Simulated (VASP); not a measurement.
Rh, 2 atoms in the cell. The structure is hexagonal, space group P6_3/mmc (No. 194). Conventional cell: a = 2.836 Å, b = 2.836 Å, c = 4.599 Å, α = 90.00°, β = 90.00°, γ = 120.00°. Rh (site symmetry -6m2) has 12 Rh at 2.82 to 2.84 Å within 3.7 Å. 

```yaml
Program: VASP 6.6.1
Task: single point
Functional: r2SCAN
Potentials_or_basis: VASP PAW PBE potentials, release 64 (Rh_pv)
Cutoff: 520 eV
k_mesh: 12 × 12 × 7
Occupations: gaussian, width 0.1 eV
Spin: no spin polarisation
Dipole_correction: no
Further_INCAR_settings: ALGO = Normal; EDIFF = 1e-06; NBANDS = 22
```

Potentials or basis: VASP PAW PBE potentials, release 64 (Rh_pv).

The run is started by

```sh
$ cat potpaw_PBE.64/Rh_pv/POTCAR > POTCAR
$ cp INCAR.step1 INCAR
$ mpirun -np 1 vasp_std > vasp.out
$ cp INCAR.step2 INCAR
$ mpirun -np 1 vasp_std > vasp.out
```

Hardware: 1 thread of AMD EPYC 7R13 (shared host).

Q: How long does it take, and how much memory?

A: Run time: 4.8 min on 1 thread of AMD EPYC 7R13, with other jobs on the host, peak memory 0.16 GiB. Counts: k points 76.
